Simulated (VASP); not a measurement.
# Hf (Fm-3m) in VASP: further runs

Hf is run at these levels: PBEsol; tasks: single point.

All numbers are computed with VASP 6.6.1; they aren't measurements. Logs are shortened: lines on timing, memory, paths and dates and some standing lists are left out, and cuts for length are marked.

## Step 1: The cell of the first run

It takes space group Fm-3m (No. 225, cubic). Conventional cell: a = 4.513 Å, b = 4.513 Å, c = 4.513 Å, α = 90.00°, β = 90.00°, γ = 90.00°. Within 4.2 Å of Hf (site symmetry m-3m) lie 12 Hf at 3.19 Å.

## Step 2: Single point, PBEsol

INCAR reads:

```
PREC = Accurate
ENCUT = 520
EDIFF = 1E-7
ISMEAR = -1
SIGMA = 0.1
LREAL = False
LASPH = True
NELM = 100
ALGO = Normal
ISIF = 2
LWAVE = False
LCHARG = True
GGA = PS
LELF = True
LVHAR = True
NBANDS = 11
```

KPOINTS reads:

```
Automatic mesh
0
Gamma
  11 11 11
```

POSCAR reads:

```
Hf
1.0
    0.0000000000      2.2563999121      2.2563999121
    2.2563999121      0.0000000000      2.2563999121
    2.2563999121      2.2563999121      0.0000000000
Hf
1
Direct
    0.0000000000      0.0000000000      0.0000000000
```

Potentials or basis: VASP PAW PBE potentials, release 64 (Hf_pv).

Run with:

```sh
$ cat potpaw_PBE.64/Hf_pv/POTCAR > POTCAR
$ mpirun -np 1 vasp_std > vasp.out
```

OUTCAR:

```text
PREC = Accurate
   ENCUT = 520
   EDIFF = 1E-7
   ISMEAR = -1
   LREAL = False
   LASPH = True
   NELM = 100
   ISIF = 2
   GGA = PS

 ion  position               nearest neighbor table
   1  0.000  0.000  0.000-

  LATTYP: Found a face centered cubic cell.
 ALAT       =     4.5127998242

  Lattice vectors:

 A1 = (   0.0000000000,   2.2563999121,   2.2563999121)
 A2 = (   2.2563999121,   0.0000000000,   2.2563999121)
 A3 = (   2.2563999121,   2.2563999121,   0.0000000000)

Analysis of symmetry for initial positions (statically):
=====================================================================
 Subroutine PRICEL returns:
 Original cell was already a primitive cell.

 Routine SETGRP: Setting up the symmetry group for a
 face centered cubic supercell.

 Subroutine GETGRP returns: Found 48 space group operations
 (whereof 48 operations were pure point group operations)
 out of a pool of 48 trial point group operations.

The static configuration has the point symmetry O_h .

Analysis of symmetry for dynamics (positions and initial velocities):
=====================================================================
 Subroutine PRICEL returns:
 Original cell was already a primitive cell.

 Routine SETGRP: Setting up the symmetry group for a
 face centered cubic supercell.

 Subroutine GETGRP returns: Found 48 space group operations
 (whereof 48 operations were pure point group operations)
 out of a pool of 48 trial point group operations.

The dynamic configuration has the point symmetry O_h .

 Subroutine INISYM returns: Found 48 space group operations
 (whereof 48 operations are pure point group operations),
 and found     1 'primitive' translations

----------------------------------------------------------------------------------------

                                     Primitive cell

  volume of cell :      22.9762

  direct lattice vectors                    reciprocal lattice vectors
     0.000000000  2.256399912  2.256399912    -0.221591925  0.221591925  0.221591925
     2.256399912  0.000000000  2.256399912     0.221591925 -0.221591925  0.221591925
     2.256399912  2.256399912  0.000000000     0.221591925  0.221591925 -0.221591925

  length of vectors
     3.191031358  3.191031358  3.191031358     0.383808473  0.383808473  0.383808473

  position of ions in fractional coordinates (direct lattice)
     0.000000000  0.000000000  0.000000000

  ion indices of the primitive-cell ions
   primitive index   ion index
                 1           1

----------------------------------------------------------------------------------------

 KPOINTS: Automatic mesh

Automatic generation of k-mesh.
 Grid dimensions read from file:
 generate k-points for:   11   11   11

 Generating k-lattice:

  Cartesian coordinates                     Fractional coordinates (reciprocal lattice)
    -0.020144720  0.020144720  0.020144720     0.090909091  0.000000000  0.000000000
     0.020144720 -0.020144720  0.020144720     0.000000000  0.090909091  0.000000000
     0.020144720  0.020144720 -0.020144720     0.000000000  0.000000000  0.090909091

  Length of vectors
     0.034891679  0.034891679  0.034891679

  Shift w.r.t. Gamma in fractional coordinates (k-lattice)
     0.000000000  0.000000000  0.000000000

 Subroutine IBZKPT returns following result:
 ===========================================

 Found     56 irreducible k-points:

 Following reciprocal coordinates:
            Coordinates               Weight
  0.000000  0.000000  0.000000      1.000000
  0.090909  0.000000  0.000000      8.000000
  0.181818  0.000000  0.000000      8.000000
  0.272727  0.000000  0.000000      8.000000
  0.363636  0.000000  0.000000      8.000000
  0.454545  0.000000  0.000000      8.000000
[... 16 lines left out ...]
 -0.272727  0.181818  0.000000     24.000000
 -0.181818  0.181818  0.000000     12.000000
 [... further k-points ...]
   k-points           NKPTS =     56   k-points in BZ     NKDIM =     56   number of bands    NBANDS=     11
   number of dos      NEDOS =    301   number of ions     NIONS =      1
   total plane-waves  NPLWV =  13824
   dimension x,y,z NGX =    24 NGY =   24 NGZ =   24
   dimension x,y,z NGXF=    48 NGYF=   48 NGZF=   48
   ions per type =               1
   NGX,Y,Z   is equivalent  to a cutoff of  12.50, 12.50, 12.50 a.u.
   NGXF,Y,Z  is equivalent  to a cutoff of  25.01, 25.01, 25.01 a.u.
 SYSTEM =  unknown system
   PREC   = accura    normal or accurate (medium, high low for compatibility)
   ISTART =      0    job   : 0-new  1-cont  2-samecut
   ICHARG =      2    charge: 1-file 2-atom 10-const
   ISPIN  =      1    spin polarized calculation?
   LNONCOLLINEAR =      F non collinear calculations
   LSORBIT =      F    spin-orbit coupling
   LASPH  =      T    aspherical Exc in radial PAW
   ENCUT  =  520.0 eV  38.22 Ry    6.18 a.u.   5.93  5.93  5.93*2*pi/ulx,y,z
   NELM   =    100;   NELMIN=  2; NELMDL= -5     # of ELM steps
   EDIFF  = 0.1E-06   stopping-criterion for ELM
   LREAL  =      F    real-space projection
   EDIFFG = 0.1E-05   stopping-criterion for IOM
   NSW    =      0    number of steps for IOM
   IBRION =     -1    ionic relax: 0-MD 1-quasi-New 2-CG
   NFREE  =      0    steps in history (QN), initial steepest desc. (CG)
   ISIF   =      2    stress and relaxation
   ISYM   =      2    0-nonsym 1-usesym 2-fastsym
   POTIM  = 0.5000    time-step for ionic-motion
   TEBEG  =    0.0;   TEEND  =   0.0 temperature during run
   PSTRESS=    0.0 pullay stress
   NELECT =      10.0000    total number of electrons
   NUPDOWN=      -1.0000    fix difference up-down
   EMIN   =  10.00;   EMAX   =-10.00  energy-range for DOS
   EFERMI =   0.00;   METHOD = LEGACY
   ISMEAR =    -1;   SIGMA  =   0.10  broadening in eV -4-tet -1-fermi 0-gaus
   EFERMI_NEDOS =   21; number of points for ismear=-14 and -15
   IALGO  =     38    algorithm
   IMIX   =      4    mixing-type and parameters
     AMIX     =   0.40;   BMIX     =  1.00
     AMIX_MAG =   1.60;   BMIX_MAG =  1.00
  volume/ion in A,a.u.               =      22.98       155.05
  Fermi-wavevector in a.u.,A,eV,Ry     =   1.240649  2.344486 20.942206  1.539209
  Thomas-Fermi vector in A             =   2.375080
   LORBIT       =      0    0 simple, 1 ext, 2 COOP (PROOUT), +10 PAW based schemes
   GGA     = PS    functional components
   LHFCALC =     F    Hartree Fock is set to
   AEXX    =    0.0000 exact exchange contribution
   IVDW    =     0    specifies the selected vdW correction
   LEPSILON=     F    determine dielectric tensor
   LRPA    =     F    only Hartree local field effects (RPA)
 non-spin polarized calculation
  energy-cutoff  :      520.00
  volume of cell :       22.98
 maximum number of plane-waves:       628
   NGX = 11   NGY = 11   NGZ = 11

 number of electron      10.0000000 magnetization

 number of electron       9.9999999 magnetization

 Free energy of the ion-electron system (eV)
  ---------------------------------------------------
  ext. energy  EPLUGINS =         0.00000000
  ---------------------------------------------------
  free energy    TOTEN  =       -10.42943791 eV

  energy without entropy =      -10.38244686  energy(sigma->0) =      -10.40594238

 E-fermi :   4.4088     XC(G=0): -11.2715

 val. band max:        4.3836944469   @ k =  -0.3636   0.0909   0.0000
 cond. band min:       4.4106676642   @ k =   0.4545   0.0909   0.0000
 fundamental gap:      0.0269732174
 Fermi energy:         4.4087792057

 k-point     1 :       0.0000    0.0000    0.0000
  band No.  band energies     occupation
      1     -25.6597      2.00000
      2     -25.6597      2.00000
      3     -25.6597      2.00000
      4      -2.7237      2.00000
      5       5.7791      0.00000
      6       5.7791      0.00000
      7       5.7791      0.00000
      8       8.4661      0.00000
      9       8.4661      0.00000
     10      15.6828      0.00000
     11      17.3552      0.00000

 k-point     2 :       0.0909    0.0000    0.0000
  band No.  band energies     occupation
      1     -25.7225      2.00000
      2     -25.6678      2.00000
      3     -25.6678      2.00000
      4      -2.4452      2.00000
      5       5.5057      0.00003
      6       5.9087      0.00000
      7       5.9087      0.00000
      8       8.3315      0.00000
      9       8.3315      0.00000
     10      16.2866      0.00000
     11      17.3531      0.00000

 k-point     3 :       0.1818    0.0000    0.0000
  band No.  band energies     occupation
      1     -25.8875      2.00000
      2     -25.6893      2.00000
      3     -25.6893      2.00000
      4      -1.6715      2.00000
      5       4.9221      0.01173
      6       6.1365      0.00000
      7       6.1365      0.00000
      8       8.2033      0.00000
      9       8.2033      0.00000
     10      16.6316      0.00000
     11      17.3582      0.00000

 k-point     4 :       0.2727    0.0000    0.0000
  band No.  band energies     occupation
      1     -26.0969      2.00000
      2     -25.7172      2.00000
      3     -25.7172      2.00000
      4      -0.6108      2.00000
      5       4.4521      0.78668
      6       6.0710      0.00000
      7       6.0710      0.00000
      8       8.6466      0.00000
      9       8.6466      0.00000
     10      15.3246      0.00000
     11      17.3541      0.00000
[... 239 lines left out ...]
 k-point    22 :      -0.3636    0.1818    0.0000
  band No.  band energies     occupation
      1     -26.2973      2.00000
      2     -25.9235      2.00000
      3     -25.7773      2.00000
      4       1.6553      2.00000
      5       4.0059      1.96504
      6       4.7994      0.03943
      7       6.3999      0.00000
      8       9.3200      0.00000
      9      11.3749      0.00000
     10      13.7161      0.00000
     11      17.3653      0.00000

 k-point    23 :      -0.2727    0.1818    0.0000
  band No.  band energies     occupation
      1     -26.1992      2.00000
      2     -25.9002      2.00000
      3     -25.7427      2.00000
      4       0.9431      2.00000
      5       4.0791      1.92861
      6       4.8951      0.01533
      7       6.6002      0.00000
      8       8.1026      0.00000
      9      11.0038      0.00000
     10      15.2601      0.00000
     11      17.3682      0.00000

 k-point    24 :      -0.1818    0.1818    0.0000
  band No.  band energies     occupation
      1     -26.0774      2.00000
      2     -25.8342      2.00000
      3     -25.7102      2.00000
      4      -0.1464      2.00000
      5       4.2281      1.71791
      6       5.5188      0.00003
      7       7.0008      0.00000
      8       7.0938      0.00000
      9       9.9329      0.00000
     10      16.5939      0.00000
     11      17.3747      0.00000

 [... further k-points ...]

------------------------ aborting loop because EDIFF is reached ----------------------------------------

  FORCE on cell =-STRESS in cart. coord.  units (eV):
  Direction    XX          YY          ZZ          XY          YZ          ZX
  --------------------------------------------------------------------------------------
  -------------------------------------------------------------------------------------
  Total       -0.9299867     -0.9299867     -0.9299867     -0.0000000      0.0000000     -0.0000000
  in kB      -64.8498661    -64.8498661    -64.8498661     -0.0000000      0.0000000     -0.0000000
  external PRESSURE =     -64.8498661 kB  Pullay stress =       0.0000000 kB

 VOLUME and BASIS-vectors are now :
 -----------------------------------------------------------------------------
  energy-cutoff  :      520.00
  volume of cell :       22.98
      direct lattice vectors                 reciprocal lattice vectors
     0.000000000  2.256399912  2.256399912    -0.221591925  0.221591925  0.221591925
     2.256399912  0.000000000  2.256399912     0.221591925 -0.221591925  0.221591925
     2.256399912  2.256399912  0.000000000     0.221591925  0.221591925 -0.221591925

 POSITION                                       TOTAL-FORCE (eV/Angst)
 -----------------------------------------------------------------------------------
      0.00000      0.00000      0.00000         0.000000      0.000000      0.000000
 -----------------------------------------------------------------------------------
    total drift:                               -0.000000     -0.000000     -0.000000

  FREE ENERGIE OF THE ION-ELECTRON SYSTEM (eV)
  ---------------------------------------------------
  free  energy   TOTEN  =       -10.4294379062 eV

  energy  without entropy=      -10.3824468551  energy(sigma->0) =      -10.40594238
```

Run time: 20 s. Hardware: 1 thread of Intel Xeon 8259CL, shared host; peak memory 0.11 GiB.

What came out:

| Item | Value |
| --- | --- |
| Free energy | -10.4294 eV |
| Pressure | -6.5 GPa |
| Band gap on the k mesh | zero (band 5 reaches 5.78 eV, above the bottom of band 6 at 4.10 eV) |

Caveat: the PAW data sets were made with another functional, which shifts forces and pressure a little; spin-orbit coupling is left out, which moves the levels of the heavy elements.

[end of part 1 of 2]
